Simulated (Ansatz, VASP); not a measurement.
## One calculation of SiO2, two programs

```
Si O
1.0
    -4.82608    4.82608    4.82608
     4.82608   -4.82608    4.82608
     4.82608    4.82608   -4.82608
Si O
8 16
Direct
  0.31394 0.31394 0.31394
  0.00000 0.31394 0.00000
  0.00000 0.00000 0.31394
  0.31394 0.00000 0.00000
  0.00000 0.00000 0.68606
  0.68606 0.00000 0.00000
  0.00000 0.68606 0.00000
  0.68606 0.68606 0.68606
  0.50000 0.50000 0.50000
  0.00000 0.50000 0.00000
  0.00000 0.00000 0.50000
  0.50000 0.00000 0.00000
  0.19216 0.19216 0.38431
  0.19216 0.38431 0.19216
  0.80784 0.00000 0.19216
  0.00000 0.80784 0.19216
  0.38431 0.19216 0.19216
  0.19216 0.80784 0.00000
  0.80784 0.19216 0.00000
  0.19216 0.00000 0.80784
  0.61569 0.80784 0.80784
  0.80784 0.61569 0.80784
  0.00000 0.19216 0.80784
  0.80784 0.80784 0.61569
```

Alike in both runs: functional LDA; k mesh 4 × 4 × 4; occupations gaussian, width 0.02 eV; no spin polarisation.

Ansatz relaxed the structure, and its values are those at the end. VASP's run is a single point on that final structure, the one shown.

```csv
,VASP,Ansatz
version,VASP 6.6.1,Ansatz 0.2.0
potentials or method,"VASP PAW LDA potentials, release 64 (Si, O), cutoff 520 eV","scalar-relativistic, plane waves, PAW"
valence electrons in the cell,128,128
```

|  | VASP | Ansatz | Ansatz less VASP |
| --- | --- | --- | --- |
| gap on the k mesh at the Fermi level (eV) | 5.49 | 5.51 | +0.018 |
| least direct gap on the mesh (eV) | 5.49 | 5.51 | +0.018 |
| pressure (GPa) | 7.3 | 6.8 | -0.49 |
| rms of the force components (eV/Å) | 0.029 | 0.001 | -0.0284 |

LDA's correlation is that of Perdew and Zunger in VASP and of Perdew and Wang (1992) in Ansatz. Ansatz's warnings: stress scf threshold loose.
